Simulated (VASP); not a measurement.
# Ta (P6_3/mmc) in VASP: single point with PBE

Aim: the single point of Ta with PBE.

All numbers are computed with VASP 6.6.1; they aren't measurements. Logs are shortened: lines on timing, memory, paths and dates and some standing lists are left out, and cuts for length are marked.

### Step 1. The cell of the first run

The structure is hexagonal, space group P6_3/mmc (No. 194). The conventional cell has a = 2.908 Å, b = 2.908 Å, c = 5.112 Å, α = 90.00°, β = 90.00°, γ = 120.00°. Ta (site symmetry -6m2) has 12 Ta at 2.91 to 3.06 Å within 3.8 Å.

This isn't the form of Ta at room conditions, which is bcc.

### Step 2. Single point, PBE, non-collinear spin, zero start, spin-orbit coupling

Input file INCAR:

```
SYSTEM = Ta
  PREC = Accurate
  ENCUT = 520
  EDIFF = 1E-6
  ISMEAR = 0
  SIGMA = 0.05
  LREAL = .FALSE.
  LASPH = .TRUE.
  NELM = 150
  ALGO = Fast
  ISIF = 2
  LWAVE = .FALSE.
  LCHARG = .FALSE.
  LNONCOLLINEAR = .TRUE.
  MAGMOM = 0 0 0 0 0 0
  LORBIT = 11
  LSORBIT = .TRUE.
  GGA_COMPAT = .FALSE.
  LORBMOM = .TRUE.
  LMAXMIX = 4
  GGA = PE
  NBANDS = 34
```

Input file KPOINTS:

```
Automatic mesh
0
G
  16 16 8
  0 0 0
```

Input file POSCAR:

```
Ta
1.0
    2.9084539276      0.0000000000      0.0000000000
   -1.4542269638      2.5187949871      0.0000000000
    0.0000000000      0.0000000000      5.1120221371
Ta
2
Direct
    0.3333333333      0.6666666667      0.7500000000
    0.6666666667      0.3333333333      0.2500000000
```

Potentials or basis: VASP PAW PBE potentials, release 64 (Ta_pv).

Started as:

```console
cat potpaw_PBE.64/Ta_pv/POTCAR > POTCAR
mpirun -np 1 vasp_ncl > vasp.out
```

OUTCAR:

```text
SYSTEM = Ta
   PREC = Accurate
   ENCUT = 520
   EDIFF = 1E-6
   ISMEAR = 0
   LREAL = .FALSE.
   LASPH = .TRUE.
   NELM = 150
   ISIF = 2
   LNONCOLLINEAR = .TRUE.
   LORBIT = 11
   LSORBIT = .TRUE.
   GGA = PE

 ion  position               nearest neighbor table
   1  0.333  0.667  0.750-   2 3.06   2 3.06   2 3.06   2 3.06   2 3.06   2 3.06
   2  0.667  0.333  0.250-   1 3.06   1 3.06   1 3.06   1 3.06   1 3.06   1 3.06

  LATTYP: Found a hexagonal cell.
 ALAT       =     2.9084539276
 C/A-ratio  =     1.7576424672

  Lattice vectors:

 A1 = (   2.9084539276,   0.0000000000,   0.0000000000)
 A2 = (  -1.4542269638,   2.5187949871,   0.0000000000)
 A3 = (   0.0000000000,   0.0000000000,   5.1120221371)

Analysis of symmetry for initial positions (statically):
=====================================================================
 Subroutine PRICEL returns:
 Original cell was already a primitive cell.

 Routine SETGRP: Setting up the symmetry group for a
 hexagonal supercell.

 Subroutine GETGRP returns: Found 24 space group operations
 (whereof 12 operations were pure point group operations)
 out of a pool of 24 trial point group operations.

The static configuration has the point symmetry D_3d.
 The point group associated with its full space group is D_6h.

Analysis of symmetry for dynamics (positions and initial velocities):
=====================================================================
 Subroutine PRICEL returns:
 Original cell was already a primitive cell.

 Routine SETGRP: Setting up the symmetry group for a
 hexagonal supercell.

 Subroutine GETGRP returns: Found 24 space group operations
 (whereof 12 operations were pure point group operations)
 out of a pool of 24 trial point group operations.

The dynamic configuration has the point symmetry D_3d.
 The point group associated with its full space group is D_6h.

Analysis of structural, dynamic, and magnetic symmetry:
=====================================================================
 Subroutine PRICEL returns:
 Original cell was already a primitive cell.

 Routine SETGRP: Setting up the symmetry group for a
 hexagonal supercell.

 Subroutine GETGRP returns: Found 24 space group operations
 (whereof 12 operations were pure point group operations)
 out of a pool of 24 trial point group operations.

The overall configuration has the point symmetry D_3d.
 The point group associated with its full space group is D_6h.

 Subroutine INISYM returns: Found 24 space group operations
 (whereof 12 operations are pure point group operations),
 and found     1 'primitive' translations

----------------------------------------------------------------------------------------

                                     Primitive cell

  volume of cell :      37.4496

  direct lattice vectors                    reciprocal lattice vectors
     2.908453928  0.000000000  0.000000000     0.343825285  0.198507621  0.000000000
    -1.454226964  2.518794987  0.000000000     0.000000000  0.397015241  0.000000000
     0.000000000  0.000000000  5.112022137     0.000000000  0.000000000  0.195617306

  length of vectors
     2.908453928  2.908453928  5.112022137     0.397015241  0.397015241  0.195617306

  position of ions in fractional coordinates (direct lattice)
     0.333333333  0.666666667  0.750000000
     0.666666667  0.333333333  0.250000000

  ion indices of the primitive-cell ions
   primitive index   ion index
                 1           1
                 2           2

----------------------------------------------------------------------------------------

 KPOINTS: Automatic mesh

Automatic generation of k-mesh.
 Grid dimensions read from file:
 generate k-points for:   16   16    8

 Generating k-lattice:

  Cartesian coordinates                     Fractional coordinates (reciprocal lattice)
[... 102 lines left out ...]

 number of electron      22.0000003 magnetization       0.0000000     -0.0000000     -0.0000000

 Free energy of the ion-electron system (eV)
  ---------------------------------------------------
  ext. energy  EPLUGINS =         0.00000000
  ---------------------------------------------------
  free energy    TOTEN  =       -24.52060989 eV

  energy without entropy =      -24.51751953  energy(sigma->0) =      -24.51906471

 E-fermi :   5.5617     XC(G=0): -12.4102

 val. band max:        5.5530489476   @ k =   0.1875   0.0000   0.0000
 cond. band min:       5.5667417084   @ k =   0.1875   0.0625   0.3750
 fundamental gap:      0.0136927608
 Fermi energy:         5.5616917222

 k-point     1 :       0.0000    0.0000    0.0000
  band No.  band energies     occupation
      1     -33.7040      1.00000
      2     -33.7040      1.00000
      3     -33.4788      1.00000
      4     -33.4788      1.00000
      5     -26.2510      1.00000
      6     -26.2510      1.00000
[... 877 lines left out ...]
     33      11.9623      0.00000
     34      11.9624      0.00000

 [... further k-points ...]

------------------------ aborting loop because EDIFF is reached ----------------------------------------

  FORCE on cell =-STRESS in cart. coord.  units (eV):
  Direction    XX          YY          ZZ          XY          YZ          ZX
  --------------------------------------------------------------------------------------
  -------------------------------------------------------------------------------------
  Total       -0.0458381     -0.0458381      0.0550326      0.0000000     -0.0000000      0.0000000
  in kB       -1.9610519     -1.9610519      2.3544139      0.0000000     -0.0000000      0.0000000
  external PRESSURE =      -0.5225633 kB  Pullay stress =       0.0000000 kB

 VOLUME and BASIS-vectors are now :
 -----------------------------------------------------------------------------
  energy-cutoff  :      520.00
  volume of cell :       37.45
      direct lattice vectors                 reciprocal lattice vectors
     2.908453928  0.000000000  0.000000000     0.343825285  0.198507621  0.000000000
    -1.454226964  2.518794987  0.000000000     0.000000000  0.397015241  0.000000000
     0.000000000  0.000000000  5.112022137     0.000000000  0.000000000  0.195617306

 POSITION                                       TOTAL-FORCE (eV/Angst)
 -----------------------------------------------------------------------------------
     -0.00000      1.67920      3.83402         0.000000      0.000000      0.000000
      1.45423      0.83960      1.27801         0.000000     -0.000000      0.000000
 -----------------------------------------------------------------------------------
    total drift:                               -0.000000      0.000000     -0.000000

  FREE ENERGIE OF THE ION-ELECTRON SYSTEM (eV)
  ---------------------------------------------------
  free  energy   TOTEN  =       -24.5206098869 eV

  energy  without entropy=      -24.5175195341  energy(sigma->0) =      -24.51906471

 orbital moment (x)

 # of ion     p       d       tot
 ----------------------------------------
  1        -0.000   0.000   0.000
  2        -0.000  -0.000  -0.000
 ----------------------------------------
           -0.000  -0.000  -0.000

 orbital moment (y)

 # of ion     p       d       tot
 ----------------------------------------
  1         0.000   0.000   0.000
  2         0.000  -0.000  -0.000
 ----------------------------------------
            0.000   0.000   0.000

 orbital moment (z)

 # of ion     p       d       tot
 ----------------------------------------
  1         0.000   0.000   0.000
  2         0.000   0.000   0.000
 ----------------------------------------
            0.000   0.000   0.000

 Spin-Orbit-Coupling matrix elements

 Ion:    1  E_soc:     -1.4375670
 l=   1
     0.0000000    -0.2157885    -0.2162852
    -0.2157885     0.0000000    -0.2157885
    -0.2162852    -0.2157885     0.0000000
 l=   2
     0.0000000    -0.0048095     0.0000000    -0.0048095    -0.0186638
    -0.0048095     0.0000000    -0.0145299    -0.0039596    -0.0048095
     0.0000000    -0.0145299     0.0000000    -0.0145299     0.0000000
    -0.0048095    -0.0039596    -0.0145299     0.0000000    -0.0048095
    -0.0186638    -0.0048095     0.0000000    -0.0048095     0.0000000
 l=   3
     0.0000000     0.0000000     0.0000000     0.0000000     0.0000000     0.0000000     0.0000000
     0.0000000     0.0000000     0.0000000     0.0000000     0.0000000     0.0000000     0.0000000
     0.0000000     0.0000000     0.0000000     0.0000000     0.0000000     0.0000000     0.0000000
     0.0000000     0.0000000     0.0000000     0.0000000     0.0000000     0.0000000     0.0000000
     0.0000000     0.0000000     0.0000000     0.0000000     0.0000000     0.0000000     0.0000000
     0.0000000     0.0000000     0.0000000     0.0000000     0.0000000     0.0000000     0.0000000
     0.0000000     0.0000000     0.0000000     0.0000000     0.0000000     0.0000000     0.0000000

 Ion:    2  E_soc:     -1.4375670
 l=   1
     0.0000000    -0.2157885    -0.2162852
    -0.2157885     0.0000000    -0.2157885
    -0.2162852    -0.2157885     0.0000000
 l=   2
     0.0000000    -0.0048095     0.0000000    -0.0048095    -0.0186638
    -0.0048095     0.0000000    -0.0145299    -0.0039596    -0.0048095
     0.0000000    -0.0145299     0.0000000    -0.0145299     0.0000000
    -0.0048095    -0.0039596    -0.0145299     0.0000000    -0.0048095
    -0.0186638    -0.0048095     0.0000000    -0.0048095     0.0000000
 l=   3
     0.0000000     0.0000000     0.0000000     0.0000000     0.0000000     0.0000000     0.0000000
     0.0000000     0.0000000     0.0000000     0.0000000     0.0000000     0.0000000     0.0000000
     0.0000000     0.0000000     0.0000000     0.0000000     0.0000000     0.0000000     0.0000000
     0.0000000     0.0000000     0.0000000     0.0000000     0.0000000     0.0000000     0.0000000
     0.0000000     0.0000000     0.0000000     0.0000000     0.0000000     0.0000000     0.0000000
     0.0000000     0.0000000     0.0000000     0.0000000     0.0000000     0.0000000     0.0000000
     0.0000000     0.0000000     0.0000000     0.0000000     0.0000000     0.0000000     0.0000000

 total charge

# of ion       s       p       d       tot
------------------------------------------
    1        0.375   6.160   2.347   8.882
    2        0.375   6.160   2.347   8.882
--------------------------------------------------
tot          0.749  12.321   4.694  17.765

 magnetization (x)

# of ion       s       p       d       tot
------------------------------------------
    1        0.000  -0.000  -0.000  -0.000
    2        0.000  -0.000   0.000   0.000
--------------------------------------------------
tot          0.000  -0.000   0.000  -0.000

 magnetization (y)

# of ion       s       p       d       tot
------------------------------------------
    1        0.000   0.000   0.000   0.000
    2       -0.000   0.000   0.000  -0.000
--------------------------------------------------
tot          0.000   0.000   0.000   0.000

 magnetization (z)

# of ion       s       p       d       tot
------------------------------------------
    1        0.000   0.000   0.000   0.000
    2        0.000   0.000   0.000   0.000
--------------------------------------------------
tot          0.000   0.000   0.000   0.000
```

Run time: 7 min. Hardware: 1 thread of Intel Xeon Platinum 8488C (Sapphire Rapids), shared host; peak memory 0.42 GiB.

What came out:

| Quantity | Value |
| --- | --- |
| Free energy | -24.5206 eV |
| Pressure | -0.1 GPa |
| Net moment | 0.00 μB per cell |
| Valence electrons inside the program's atomic spheres | Ta 8.88 |

Moments on the atoms (μB; x, y, z):
```
Ta  0.00 0.00 0.00
Ta  0.00 0.00 0.00
```
